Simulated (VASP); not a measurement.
# Al3Cu (Cmmm) in VASP: a series of runs

Runs on Al3Cu. Level: PBEsol. Tasks: single point.

Everything below comes from runs of VASP 6.6.1. Logs are shortened: lines on timing, memory, paths and dates and some standing lists are left out, and cuts for length are marked.

**1. The cell of the first run**

It takes space group Cmmm (No. 65, orthorhombic). Conventional cell: a = 5.229 Å, b = 5.780 Å, c = 3.892 Å, α = 90.00°, β = 90.00°, γ = 90.00°. Within 3.4 Å of Al (site symmetry 2/m) lie 8 Al at 2.61 to 2.89 Å and 4 Cu at 2.75 Å. Al (site symmetry mmm) has 4 Cu at 2.61 to 2.89 Å and 8 Al at 2.75 Å within 3.4 Å. Cu (site symmetry mmm) has 12 Al at 2.61 to 2.89 Å within 3.4 Å.

**2. Single point, PBEsol (strain -0.1000 x Voigt [0, 0, 0, 0, 0, 1])**

INCAR reads:

```
  PREC = Accurate
  ENCUT = 520
  EDIFF = 1E-6
  ISMEAR = 0
  SIGMA = 0.15
  LREAL = F
  LASPH = T
  NELM = 80
  ALGO = Fast
  ISIF = 2
  LWAVE = F
  LCHARG = F
  GGA = PS
  NBANDS = 18
```

KPOINTS reads:

```
regular mesh
0
Gamma
  12 12 12
```

POSCAR reads:

```
Al3Cu
1.0
    3.8923537780     -0.1946176889      0.0000000000
   -0.1946176889      3.8923537780      0.0000000000
    0.0000000000      0.0000000000      3.8923537780
Al Cu
3 1
Direct
    0.0000000000      0.5000000000      0.5000000000
    0.5000000000      0.0000000000      0.5000000000
    0.5000000000      0.5000000000      0.0000000000
    0.0000000000      0.0000000000      0.0000000000
```

Potentials or basis: VASP PAW PBE potentials, release 64 (Al, Cu).

Launch:

```bash
cat potpaw_PBE.64/Al/POTCAR potpaw_PBE.64/Cu/POTCAR > POTCAR
mpirun -np 1 vasp_std > vasp.out
```

OUTCAR:

```text
PREC = Accurate
   ENCUT = 520
   EDIFF = 1E-6
   ISMEAR = 0
   LREAL = F
   LASPH = T
   NELM = 80
   ISIF = 2
   GGA = PS

 ion  position               nearest neighbor table
   1  0.000  0.500  0.500-   2 2.61   2 2.61   4 2.75   3 2.75   4 2.75   4 2.75   4 2.75   3 2.75
                             3 2.75   3 2.75   2 2.89   2 2.89
   2  0.500  0.000  0.500-   1 2.61   1 2.61   4 2.75   3 2.75   4 2.75   3 2.75   3 2.75   4 2.75
                             4 2.75   3 2.75   1 2.89   1 2.89
   3  0.500  0.500  0.000-   4 2.61   4 2.61   1 2.75   1 2.75   2 2.75   2 2.75   2 2.75   1 2.75
                             1 2.75   2 2.75   4 2.89   4 2.89
   4  0.000  0.000  0.000-   3 2.61   3 2.61   1 2.75   1 2.75   2 2.75   1 2.75   1 2.75   2 2.75
                             2 2.75   2 2.75   3 2.89   3 2.89

  LATTYP: Found a base centered orthorhombic cell.
 ALAT       =     5.2293885273
 B/A-ratio  =     1.1052631579
 C/A-ratio  =     0.7443229276

  Lattice vectors:

 A1 = (   3.8923537780,  -0.1946176889,   0.0000000000)
 A2 = (  -0.1946176889,   3.8923537780,   0.0000000000)
 A3 = (   0.0000000000,   0.0000000000,   3.8923537780)

Analysis of symmetry for initial positions (statically):
=====================================================================
 Subroutine PRICEL returns:
 Original cell was already a primitive cell.

 Routine SETGRP: Setting up the symmetry group for a
 base centered orthorhombic supercell.

 Subroutine GETGRP returns: Found  8 space group operations
 (whereof  8 operations were pure point group operations)
 out of a pool of  8 trial point group operations.

The static configuration has the point symmetry D_2h.

Analysis of symmetry for dynamics (positions and initial velocities):
=====================================================================
 Subroutine PRICEL returns:
 Original cell was already a primitive cell.

 Routine SETGRP: Setting up the symmetry group for a
 base centered orthorhombic supercell.

 Subroutine GETGRP returns: Found  8 space group operations
 (whereof  8 operations were pure point group operations)
 out of a pool of  8 trial point group operations.

The dynamic configuration has the point symmetry D_2h.

 Subroutine INISYM returns: Found  8 space group operations
 (whereof  8 operations are pure point group operations),
 and found     1 'primitive' translations

----------------------------------------------------------------------------------------

                                     Primitive cell

  volume of cell :      58.8234

  direct lattice vectors                    reciprocal lattice vectors
     3.892353778 -0.194617689  0.000000000     0.257557849  0.012877892  0.000000000
    -0.194617689  3.892353778  0.000000000     0.012877892  0.257557849  0.000000000
     0.000000000  0.000000000  3.892353778     0.000000000  0.000000000  0.256913954

  length of vectors
     3.897216183  3.897216183  3.892353778     0.257879595  0.257879595  0.256913954

  position of ions in fractional coordinates (direct lattice)
     1.000000000  0.500000000  0.500000000
     0.500000000  1.000000000  0.500000000
     0.500000000  0.500000000  0.000000000
     0.000000000  0.000000000  0.000000000

  ion indices of the primitive-cell ions
   primitive index   ion index
                 1           1
                 2           2
                 3           3
                 4           4

----------------------------------------------------------------------------------------

 KPOINTS: regular mesh

Automatic generation of k-mesh.
 Grid dimensions read from file:
 generate k-points for:   12   12   12

 Generating k-lattice:

  Cartesian coordinates                     Fractional coordinates (reciprocal lattice)
     0.021463154  0.001073158  0.000000000     0.083333333  0.000000000  0.000000000
     0.001073158  0.021463154  0.000000000     0.000000000  0.083333333  0.000000000
     0.000000000  0.000000000  0.021409496     0.000000000  0.000000000  0.083333333

  Length of vectors
     0.021489966  0.021489966  0.021409496

  Shift w.r.t. Gamma in fractional coordinates (k-lattice)
     0.000000000  0.000000000  0.000000000

 Subroutine IBZKPT returns following result:
 ===========================================

 Found    301 irreducible k-points:

 Following reciprocal coordinates:
            Coordinates               Weight
  0.000000  0.000000  0.000000      1.000000
  0.083333  0.000000  0.000000      4.000000
  0.166667  0.000000  0.000000      4.000000
  0.250000  0.000000  0.000000      4.000000
  0.333333  0.000000  0.000000      4.000000
  0.416667  0.000000  0.000000      4.000000
[... 16 lines left out ...]
  0.500000  0.166667  0.000000      4.000000
 -0.416667  0.166667  0.000000      4.000000
 [... further k-points ...]
   k-points           NKPTS =    301   k-points in BZ     NKDIM =    301   number of bands    NBANDS=     18
   number of dos      NEDOS =    301   number of ions     NIONS =      4
   total plane-waves  NPLWV =  27000
   dimension x,y,z NGX =    30 NGY =   30 NGZ =   30
   dimension x,y,z NGXF=    60 NGYF=   60 NGZF=   60
   ions per type =               3   1
   NGX,Y,Z   is equivalent  to a cutoff of  12.80, 12.80, 12.81 a.u.
   NGXF,Y,Z  is equivalent  to a cutoff of  25.59, 25.59, 25.63 a.u.
 SYSTEM =  unknown system
   PREC   = accura    normal or accurate (medium, high low for compatibility)
   ISTART =      0    job   : 0-new  1-cont  2-samecut
   ICHARG =      2    charge: 1-file 2-atom 10-const
   ISPIN  =      1    spin polarized calculation?
   LNONCOLLINEAR =      F non collinear calculations
   LSORBIT =      F    spin-orbit coupling
   LASPH  =      T    aspherical Exc in radial PAW
   ENCUT  =  520.0 eV  38.22 Ry    6.18 a.u.   7.25  7.25  7.24*2*pi/ulx,y,z
   NELM   =     80;   NELMIN=  2; NELMDL= -5     # of ELM steps
   EDIFF  = 0.1E-05   stopping-criterion for ELM
   LREAL  =      F    real-space projection
   EDIFFG = 0.1E-04   stopping-criterion for IOM
   NSW    =      0    number of steps for IOM
   IBRION =     -1    ionic relax: 0-MD 1-quasi-New 2-CG
   NFREE  =      0    steps in history (QN), initial steepest desc. (CG)
   ISIF   =      2    stress and relaxation
   ISYM   =      2    0-nonsym 1-usesym 2-fastsym
   POTIM  = 0.5000    time-step for ionic-motion
   TEBEG  =    0.0;   TEEND  =   0.0 temperature during run
   PSTRESS=    0.0 pullay stress
   NELECT =      20.0000    total number of electrons
   NUPDOWN=      -1.0000    fix difference up-down
   EMIN   =  10.00;   EMAX   =-10.00  energy-range for DOS
   EFERMI =   0.00;   METHOD = LEGACY
   ISMEAR =     0;   SIGMA  =   0.15  broadening in eV -4-tet -1-fermi 0-gaus
   EFERMI_NEDOS =   21; number of points for ismear=-14 and -15
   IALGO  =     68    algorithm
   IMIX   =      4    mixing-type and parameters
     AMIX     =   0.40;   BMIX     =  1.00
     AMIX_MAG =   1.60;   BMIX_MAG =  1.00
  volume/ion in A,a.u.               =      14.71        99.24
  Fermi-wavevector in a.u.,A,eV,Ry     =   1.142619  2.159237 17.763479  1.305579
  Thomas-Fermi vector in A             =   2.279317
   LORBIT       =      0    0 simple, 1 ext, 2 COOP (PROOUT), +10 PAW based schemes
   GGA     = PS    functional components
   LHFCALC =     F    Hartree Fock is set to
   AEXX    =    0.0000 exact exchange contribution
   IVDW    =     0    specifies the selected vdW correction
   LEPSILON=     F    determine dielectric tensor
   LRPA    =     F    only Hartree local field effects (RPA)
 non-spin polarized calculation
 RMM-DIIS sequential band-by-band and
 Gauss-broadening in eV      SIGMA  =   0.15
  energy-cutoff  :      520.00
  volume of cell :       58.82
 maximum number of plane-waves:      1606
 NGX is ok and might be reduce to    30
   NGX = 15   NGY = 15   NGZ = 15

 number of electron      19.9999985 magnetization

 Free energy of the ion-electron system (eV)
  ---------------------------------------------------
  ext. energy  EPLUGINS =         0.00000000
  ---------------------------------------------------
  free energy    TOTEN  =       -16.66367502 eV

  energy without entropy =      -16.64820547  energy(sigma->0) =      -16.65594025

 E-fermi :   8.4491     XC(G=0): -10.9381

 val. band max:        8.4484976429   @ k =  -0.4167   0.4167   0.0833
 cond. band min:       8.4549852478   @ k =   0.3333   0.0833   0.1667
 fundamental gap:      0.0064876050
 Fermi energy:         8.4491070691

 k-point     1 :       0.0000    0.0000    0.0000
  band No.  band energies     occupation
      1      -2.8594      2.00000
      2       4.0467      2.00000
      3       4.0708      2.00000
      4       4.7513      2.00000
      5       4.7748      2.00000
      6       4.8233      2.00000
[... 10 lines left out ...]
     17      15.4591      0.00000
     18      15.7495      0.00000

 k-point     2 :       0.0833    0.0000    0.0000
  band No.  band energies     occupation
      1      -2.7908      2.00000
      2       3.9382      2.00000
      3       4.0684      2.00000
      4       4.7227      2.00000
      5       4.7344      2.00000
      6       4.8096      2.00000
[... 10 lines left out ...]
     17      15.5392      0.00000
     18      15.5983      0.00000

 k-point     3 :       0.1667    0.0000    0.0000
  band No.  band energies     occupation
      1      -2.5853      2.00000
      2       3.3801      2.00000
      3       4.1098      2.00000
      4       4.6352      2.00000
      5       4.6376      2.00000
      6       4.8041      2.00000
[... 10 lines left out ...]
     17      15.4706      0.00000
     18      15.7283      0.00000

 k-point     4 :       0.2500    0.0000    0.0000
  band No.  band energies     occupation
      1      -2.2448      2.00000
      2       2.4297      2.00000
      3       4.1683      2.00000
      4       4.5208      2.00000
      5       4.5351      2.00000
      6       4.8083      2.00000
[... 375 lines left out ...]
      4       4.3087      2.00000
      5       4.4358      2.00000
      6       4.7432      2.00000
[... 10 lines left out ...]
     17      15.1407      0.00000
     18      17.0663      0.00000

 k-point    23 :       0.5000    0.1667    0.0000
  band No.  band energies     occupation
      1      -0.4523      2.00000
      2       0.1541      2.00000
      3       4.0530      2.00000
      4       4.2644      2.00000
      5       4.4263      2.00000
      6       4.7461      2.00000
[... 10 lines left out ...]
     17      15.7556      0.00000
     18      16.2737      0.00000

 k-point    24 :      -0.4167    0.1667    0.0000
  band No.  band energies     occupation
      1      -1.0480      2.00000
      2       0.9082      2.00000
      3       4.1081      2.00000
      4       4.2814      2.00000
      5       4.4479      2.00000
      6       4.7424      2.00000
[... 10 lines left out ...]
     17      15.9411      0.00000
     18      16.0423      0.00000

 [... further k-points ...]
[... 5 lines left out ...]
  --------------------------------------------------------------------------------------
  -------------------------------------------------------------------------------------
  Total        0.7210143      0.7210143     -0.0018604      1.2548709      0.0000000      0.0000000
  in kB       19.6383344     19.6383344     -0.0506731     34.1790363      0.0000000      0.0000000
  external PRESSURE =      13.0753319 kB  Pullay stress =       0.0000000 kB

 VOLUME and BASIS-vectors are now :
 -----------------------------------------------------------------------------
  energy-cutoff  :      520.00
  volume of cell :       58.82
      direct lattice vectors                 reciprocal lattice vectors
     3.892353778 -0.194617689  0.000000000     0.257557849  0.012877892  0.000000000
    -0.194617689  3.892353778  0.000000000     0.012877892  0.257557849  0.000000000
     0.000000000  0.000000000  3.892353778     0.000000000  0.000000000  0.256913954

 POSITION                                       TOTAL-FORCE (eV/Angst)
 -----------------------------------------------------------------------------------
     -0.09731      1.94618      1.94618         0.000000     -0.000000      0.000000
      1.94618     -0.09731      1.94618        -0.000000     -0.000000      0.000000
      1.84887      1.84887      0.00000        -0.000000     -0.000000      0.000000
      0.00000      0.00000      0.00000         0.000000      0.000000      0.000000
 -----------------------------------------------------------------------------------
    total drift:                               -0.000000     -0.000000      0.000000

  FREE ENERGIE OF THE ION-ELECTRON SYSTEM (eV)
  ---------------------------------------------------
  free  energy   TOTEN  =       -16.6636750213 eV

  energy  without entropy=      -16.6482054719  energy(sigma->0) =      -16.65594025
```

Wall time 9.5 min (1 thread of Intel Xeon 8259CL, shared host); peak memory 0.4 GiB.

Results:

- Free energy: -16.6637 eV
- Pressure: 1.3 GPa
- Band gap on the k mesh: zero (bands 10 and 11 overlap by 4.37 eV)

Caveat: the cell differs from its parent crystal (strain -0.1000 x Voigt [0, 0, 0, 0, 0, 1]); the PAW data sets were made with another functional, which shifts forces and pressure a little.

**3. Single point, PBEsol (strain +0.0750 x Voigt [0, 0, 0, 0, 0, 1])**

INCAR reads:

```
ALGO = Fast
EDIFF = 1E-6
ENCUT = 520
GGA = PS
ISIF = 2
ISMEAR = 0
LASPH = T
LCHARG = T
LELF = T
LREAL = F
LVHAR = T
LWAVE = F
NBANDS = 18
NELM = 60
PREC = Accurate
SIGMA = 0.15
```

KPOINTS reads:

```
k-points
0
Gamma
  12 12 12
```

Edit POSCAR of step 2 so:

```diff
@@ -2,4 +2,4 @@
 1.0
-    3.8923537780     -0.1946176889      0.0000000000
-   -0.1946176889      3.8923537780      0.0000000000
+    3.8923537780      0.1459632667      0.0000000000
+    0.1459632667      3.8923537780      0.0000000000
     0.0000000000      0.0000000000      3.8923537780
```

Potentials or basis: VASP PAW PBE potentials, release 64 (Al, Cu).

Launch:

```bash
cat potpaw_PBE.64/Al/POTCAR potpaw_PBE.64/Cu/POTCAR > POTCAR
mpirun -np 1 vasp_std > vasp.out
```

It took 9.5 min on 1 thread of Intel Xeon 8259CL, shared host; peak memory 0.4 GiB.

The run converged. Its results:

- Free energy: -16.6905 eV
- Pressure: 0.9 GPa
- Band gap on the k mesh: zero (bands 10 and 11 overlap by 4.32 eV)

Stress tensor (GPa, compression positive):
```
 1.31 -2.33  0.00
-2.33  1.31  0.00
 0.00  0.00  0.01
```

Levels at points of the mesh, in eV from the Fermi level:
| k point | band 8 | band 9 | band 10 | band 11 | band 12 | band 13 |
| --- | --- | --- | --- | --- | --- | --- |
| (0.00, 0.00, 0.00) | -2.43 | -2.31 | -0.58 | 0.52 | 0.54 | 5.46 |
| (0.50, 0.00, 0.00) | -0.07 | 0.18 | 0.25 | 0.33 | 0.82 | 2.27 |
| (0.50, 0.50, 0.00) | -3.35 | -3.10 | 1.30 | 2.63 | 3.37 | 3.38 |
| (0.00, 0.00, 0.50) | 0.01 | 0.13 | 0.40 | 0.69 | 0.74 | 2.04 |
| (0.50, 0.00, 0.50) | -3.35 | -3.09 | 1.20 | 2.69 | 2.83 | 2.86 |
| (0.50, 0.50, 0.50) | -3.43 | -3.42 | -2.57 | -2.14 | -1.76 | -1.62 |

Caveat: the cell differs from its parent crystal (strain +0.0750 x Voigt [0, 0, 0, 0, 0, 1]); the PAW data sets were made with another functional, which shifts forces and pressure a little.
